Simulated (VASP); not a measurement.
Set up this calculation in VASP 6.6.1, as the native input.

```
Task                   : single point
Functional             : r2SCAN
Potentials or basis    : VASP PAW PBE potentials, release 64 (Al, Cu)
Cutoff                 : 520 eV
k mesh                 : 12 × 12 × 12
Occupations            : gaussian, width 0.1 eV
Spin                   : no spin polarisation
Dipole correction      : no
Further INCAR settings : ALGO = Normal; EDIFF = 1e-06; NBANDS = 26
```

The system is AlCu3.

```xyz
4
Lattice="3.5675 0.0000 0.0000 0.0000 3.5675 0.0000 0.0000 0.0000 3.5675" Properties=species:S:1:pos:R:3 pbc="T T T"
Al    0.0000    0.0000    0.0000
Cu    1.7837    1.7837    0.0000
Cu    1.7837    0.0000    1.7837
Cu    0.0000    1.7837    1.7837
```

The input as run:

POSCAR

```
AlCu3
1.0
    3.5674726932      0.0000000000      0.0000000000
    0.0000000000      3.5674726932      0.0000000000
    0.0000000000      0.0000000000      3.5674726932
Al Cu
1 3
Direct
    0.0000000000      0.0000000000      0.0000000000
    0.5000000000      0.5000000000      0.0000000000
    0.5000000000      0.0000000000      0.5000000000
    0.0000000000      0.5000000000      0.5000000000
```

INCAR.step1

```
SYSTEM = AlCu3
PREC = Accurate
ENCUT = 520
ISMEAR = 0
SIGMA = 0.1
LREAL = .FALSE.
LASPH = .TRUE.
NELM = 60
NBANDS = 26
GGA = PE
ALGO = Normal
EDIFF = 1E-4
LWAVE = .TRUE.
LCHARG = .FALSE.
```

INCAR.step2

```
SYSTEM = AlCu3
PREC = Accurate
ENCUT = 520
EDIFF = 1E-6
ISMEAR = 0
SIGMA = 0.1
LREAL = .FALSE.
LASPH = .TRUE.
NELM = 60
ALGO = Normal
ISIF = 2
LWAVE = .FALSE.
LCHARG = .FALSE.
METAGGA = R2SCAN
LMIXTAU = .TRUE.
NBANDS = 26
ISTART = 1
```

KPOINTS

```
Automatic mesh
0
G
  12 12 12
  0 0 0
```

Potentials or basis: VASP PAW PBE potentials, release 64 (Al, Cu).

Run with:

```sh
$ cat potpaw_PBE.64/Al/POTCAR potpaw_PBE.64/Cu/POTCAR > POTCAR
$ cp INCAR.step1 INCAR
$ mpirun -np 1 vasp_std > vasp.out
$ cp INCAR.step2 INCAR
$ mpirun -np 1 vasp_std > vasp.out
```

Results of the run:

* Pressure: 10.7 GPa
* Band gap on the k mesh: zero (bands 18 and 19 overlap by 6.09 eV)

Caveat: the cell stands under pressure; the PAW data sets were made with another functional, which shifts forces and pressure a little.

Wall time 5.4 min on 1 thread of Intel Xeon 8259CL (shared host), peak memory 0.22 GiB.
